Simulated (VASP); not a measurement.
# AlN (Fm-3m) in VASP: further runs, part 2 of 2

VASP 6.6.1. The steps go on from the part before.

### 4 Single point, PBE (strain +1.0%)

File INCAR:

```
SYSTEM = AlN
PREC = Accurate
ENCUT = 520
EDIFF = 1E-6
ISMEAR = 0
SIGMA = 0.01
LREAL = .FALSE.
LASPH = .TRUE.
NELM = 100
ALGO = Normal
ISIF = 2
LWAVE = .FALSE.
LCHARG = .FALSE.
GGA = PE
NBANDS = 11
```

File KPOINTS:

```
regular mesh
0
G
  6 6 6
  0 0 0
```

File POSCAR:

```
AlN
1.0
    0.0000000000      2.0390571367      2.0390571367
    2.0390571367      0.0000000000      2.0390571367
    2.0390571367      2.0390571367      0.0000000000
Al N
1 1
Direct
    0.0000000000      0.0000000000      0.0000000000
    0.5000000000      0.5000000000      0.5000000000
```

Potentials or basis: VASP PAW PBE potentials, release 64 (Al, N).

On the command line:

```sh
$ cat potpaw_PBE.64/Al/POTCAR potpaw_PBE.64/N/POTCAR > POTCAR
$ mpirun -np 1 vasp_std > vasp.out
```

OUTCAR:

```text
SYSTEM = AlN
   PREC = Accurate
   ENCUT = 520
   EDIFF = 1E-6
   ISMEAR = 0
   LREAL = .FALSE.
   LASPH = .TRUE.
   NELM = 100
   ISIF = 2
   GGA = PE

 ion  position               nearest neighbor table
   1  0.000  0.000  0.000-   2 2.04   2 2.04   2 2.04   2 2.04   2 2.04   2 2.04
   2  0.500  0.500  0.500-   1 2.04   1 2.04   1 2.04   1 2.04   1 2.04   1 2.04

  LATTYP: Found a face centered cubic cell.
 ALAT       =     4.0781142734

  Lattice vectors:

 A1 = (   0.0000000000,   2.0390571367,   2.0390571367)
 A2 = (   2.0390571367,   0.0000000000,   2.0390571367)
 A3 = (   2.0390571367,   2.0390571367,   0.0000000000)

Analysis of symmetry for initial positions (statically):
=====================================================================
 Subroutine PRICEL returns:
 Original cell was already a primitive cell.

 Routine SETGRP: Setting up the symmetry group for a
 face centered cubic supercell.

 Subroutine GETGRP returns: Found 48 space group operations
 (whereof 48 operations were pure point group operations)
 out of a pool of 48 trial point group operations.

The static configuration has the point symmetry O_h .

Analysis of symmetry for dynamics (positions and initial velocities):
=====================================================================
 Subroutine PRICEL returns:
 Original cell was already a primitive cell.

 Routine SETGRP: Setting up the symmetry group for a
 face centered cubic supercell.

 Subroutine GETGRP returns: Found 48 space group operations
 (whereof 48 operations were pure point group operations)
 out of a pool of 48 trial point group operations.

The dynamic configuration has the point symmetry O_h .

 Subroutine INISYM returns: Found 48 space group operations
 (whereof 48 operations are pure point group operations),
 and found     1 'primitive' translations

----------------------------------------------------------------------------------------

                                     Primitive cell

  volume of cell :      16.9558

  direct lattice vectors                    reciprocal lattice vectors
     0.000000000  2.039057137  2.039057137    -0.245211373  0.245211373  0.245211373
     2.039057137  0.000000000  2.039057137     0.245211373 -0.245211373  0.245211373
     2.039057137  2.039057137  0.000000000     0.245211373  0.245211373 -0.245211373

  length of vectors
     2.883662257  2.883662257  2.883662257     0.424718557  0.424718557  0.424718557

  position of ions in fractional coordinates (direct lattice)
     0.000000000  0.000000000  0.000000000
     0.500000000  0.500000000  0.500000000

  ion indices of the primitive-cell ions
   primitive index   ion index
                 1           1
                 2           2

----------------------------------------------------------------------------------------

 KPOINTS: regular mesh

Automatic generation of k-mesh.
 Grid dimensions read from file:
 generate k-points for:    6    6    6

 Generating k-lattice:

  Cartesian coordinates                     Fractional coordinates (reciprocal lattice)
    -0.040868562  0.040868562  0.040868562     0.166666667  0.000000000  0.000000000
     0.040868562 -0.040868562  0.040868562     0.000000000  0.166666667  0.000000000
     0.040868562  0.040868562 -0.040868562     0.000000000  0.000000000  0.166666667

  Length of vectors
     0.070786426  0.070786426  0.070786426

  Shift w.r.t. Gamma in fractional coordinates (k-lattice)
     0.000000000  0.000000000  0.000000000

 Subroutine IBZKPT returns following result:
 ===========================================

 Found     16 irreducible k-points:

 Following reciprocal coordinates:
            Coordinates               Weight
  0.000000  0.000000  0.000000      1.000000
  0.166667  0.000000  0.000000      8.000000
  0.333333  0.000000  0.000000      8.000000
  0.500000  0.000000  0.000000      4.000000
  0.166667  0.166667  0.000000      6.000000
  0.333333  0.166667  0.000000     24.000000
[... 8 lines left out ...]
 -0.333333  0.333333  0.166667     24.000000
 -0.333333  0.500000  0.166667     12.000000
   k-points           NKPTS =     16   k-points in BZ     NKDIM =     16   number of bands    NBANDS=     11
   number of dos      NEDOS =    301   number of ions     NIONS =      2
   total plane-waves  NPLWV =  13824
   dimension x,y,z NGX =    24 NGY =   24 NGZ =   24
   dimension x,y,z NGXF=    48 NGYF=   48 NGZF=   48
   ions per type =               1   1
   NGX,Y,Z   is equivalent  to a cutoff of  13.84, 13.84, 13.84 a.u.
   NGXF,Y,Z  is equivalent  to a cutoff of  27.67, 27.67, 27.67 a.u.
 SYSTEM =  AlN
   PREC   = accura    normal or accurate (medium, high low for compatibility)
   ISTART =      0    job   : 0-new  1-cont  2-samecut
   ICHARG =      2    charge: 1-file 2-atom 10-const
   ISPIN  =      1    spin polarized calculation?
   LNONCOLLINEAR =      F non collinear calculations
   LSORBIT =      F    spin-orbit coupling
   LASPH  =      T    aspherical Exc in radial PAW
   ENCUT  =  520.0 eV  38.22 Ry    6.18 a.u.   5.36  5.36  5.36*2*pi/ulx,y,z
   NELM   =    100;   NELMIN=  2; NELMDL= -5     # of ELM steps
   EDIFF  = 0.1E-05   stopping-criterion for ELM
   LREAL  =      F    real-space projection
[... 7 lines left out ...]
   TEBEG  =    0.0;   TEEND  =   0.0 temperature during run
   PSTRESS=    0.0 pullay stress
   NELECT =       8.0000    total number of electrons
   NUPDOWN=      -1.0000    fix difference up-down
   EMIN   =  10.00;   EMAX   =-10.00  energy-range for DOS
   EFERMI =   0.00;   METHOD = LEGACY
   ISMEAR =     0;   SIGMA  =   0.01  broadening in eV -4-tet -1-fermi 0-gaus
   EFERMI_NEDOS =   21; number of points for ismear=-14 and -15
   IALGO  =     38    algorithm
   IMIX   =      4    mixing-type and parameters
     AMIX     =   0.40;   BMIX     =  1.00
     AMIX_MAG =   1.60;   BMIX_MAG =  1.00
  volume/ion in A,a.u.               =       8.48        57.21
  Fermi-wavevector in a.u.,A,eV,Ry     =   1.274477  2.408413 22.099839  1.624292
  Thomas-Fermi vector in A             =   2.407243
   LORBIT       =      0    0 simple, 1 ext, 2 COOP (PROOUT), +10 PAW based schemes
   GGA     = PE    functional components
   LHFCALC =     F    Hartree Fock is set to
   AEXX    =    0.0000 exact exchange contribution
   IVDW    =     0    specifies the selected vdW correction
   LEPSILON=     F    determine dielectric tensor
   LRPA    =     F    only Hartree local field effects (RPA)
 non-spin polarized calculation
 Gauss-broadening in eV      SIGMA  =   0.01
  energy-cutoff  :      520.00
  volume of cell :       16.96
 maximum number of plane-waves:       471
 NGX is ok and might be reduce to    24
   NGX = 11   NGY = 11   NGZ = 11

 number of electron       8.0000000 magnetization

 Free energy of the ion-electron system (eV)
  ---------------------------------------------------
  ext. energy  EPLUGINS =         0.00000000
  ---------------------------------------------------
  free energy    TOTEN  =       -14.54017028 eV

  energy without entropy =      -14.54017028  energy(sigma->0) =      -14.54017028

 E-fermi :   9.6917     XC(G=0): -12.1646

 val. band max:        9.6379574246   @ k =   0.0000   0.0000   0.0000
 cond. band min:      13.9934454404   @ k =   0.5000   0.5000   0.0000
 fundamental gap:      4.3554880158
 Fermi energy:         9.6916600860

 k-point     1 :       0.0000    0.0000    0.0000
  band No.  band energies     occupation
      1      -7.6850      2.00000
      2       9.6380      2.00000
      3       9.6380      2.00000
      4       9.6380      2.00000
      5      14.9482      0.00000
      6      21.7168      0.00000
      7      21.7168      0.00000
      8      21.7168      0.00000
      9      26.7889      0.00000
     10      27.2335      0.00000
     11      27.2335      0.00000
[... 197 lines left out ...]
 k-point    16 :      -0.3333    0.5000    0.1667
  band No.  band energies     occupation
      1      -3.4668      2.00000
      2       3.1760      2.00000
      3       5.2174      2.00000
      4       6.0365      2.00000
      5      16.3167      0.00000
      6      17.8983      0.00000
      7      22.0460      0.00000
      8      22.9670      0.00000
      9      27.2706      0.00000
     10      30.9245      0.00000
     11      34.1022      0.00000

------------------------ aborting loop because EDIFF is reached ----------------------------------------

  FORCE on cell =-STRESS in cart. coord.  units (eV):
  Direction    XX          YY          ZZ          XY          YZ          ZX
  --------------------------------------------------------------------------------------
  -------------------------------------------------------------------------------------
  Total       -0.1771546     -0.1771546     -0.1771546     -0.0000000     -0.0000000     -0.0000000
  in kB      -16.7395900    -16.7395900    -16.7395900     -0.0000000     -0.0000000     -0.0000000
  external PRESSURE =     -16.7395900 kB  Pullay stress =       0.0000000 kB

 VOLUME and BASIS-vectors are now :
 -----------------------------------------------------------------------------
  energy-cutoff  :      520.00
  volume of cell :       16.96
      direct lattice vectors                 reciprocal lattice vectors
     0.000000000  2.039057137  2.039057137    -0.245211373  0.245211373  0.245211373
     2.039057137  0.000000000  2.039057137     0.245211373 -0.245211373  0.245211373
     2.039057137  2.039057137  0.000000000     0.245211373  0.245211373 -0.245211373

 POSITION                                       TOTAL-FORCE (eV/Angst)
 -----------------------------------------------------------------------------------
      0.00000      0.00000      0.00000        -0.000000      0.000000      0.000000
      2.03906      2.03906      2.03906         0.000000     -0.000000     -0.000000
 -----------------------------------------------------------------------------------
    total drift:                               -0.000000     -0.000000      0.000000

  FREE ENERGIE OF THE ION-ELECTRON SYSTEM (eV)
  ---------------------------------------------------
  free  energy   TOTEN  =       -14.5401702813 eV

  energy  without entropy=      -14.5401702813  energy(sigma->0) =      -14.54017028
```

Run time: 3.9 s. Hardware: 1 thread of Intel Xeon Platinum 8488C (Sapphire Rapids), shared host; peak memory 0.13 GiB.

What came out:

| Quantity | Value |
| --- | --- |
| Free energy | -14.5402 eV |
| Pressure | -1.7 GPa |
| Band gap on the k mesh | 4.36 eV (least direct gap 5.31 eV) |

Levels at points of the mesh, in eV from the valence-band top:
```
           k point  band 2  band 3  band 4  band 5  band 6  band 7
(0.00, 0.00, 0.00)    0.00    0.00    0.00    5.31   12.08   12.08
(0.50, 0.00, 0.00)   -8.14   -1.03   -1.03    5.97   10.79   10.79
(0.50, 0.50, 0.00)   -7.21   -2.73   -2.73    4.36    5.34   13.74
```

Caveat: the k points lie up to 0.44 Å⁻¹ apart; the cell differs from its parent crystal (strain +1.0%); the structure was generated, so it needn't be the stable form of AlN. A k mesh can miss the band edges.

### 5 Overview

| cell | gap on the mesh (eV) | pressure (GPa) |
| --- | --- | --- |
| a = 2.798 Å, angles 60.0°, 2 atoms | 5.18 | 25.0 |
| a = 2.827 Å, angles 60.0°, 2 atoms | 4.94 | 15.0 |
| a = 2.884 Å, angles 60.0°, 2 atoms | 4.36 | -1.7 |

Alike in all rows: task single point; level PBE; potentials or basis VASP PAW PBE potentials, release 64 (Al, N); no spin polarisation; k mesh 6 × 6 × 6; cutoff (eV) 520; smearing gaussian 0.01 eV.

Caveats: all runs use coarse meshes; the structure was generated, so it needn't be the stable form of AlN.

Total energies depend on the potentials used, so only differences within one code and one set of settings carry meaning.
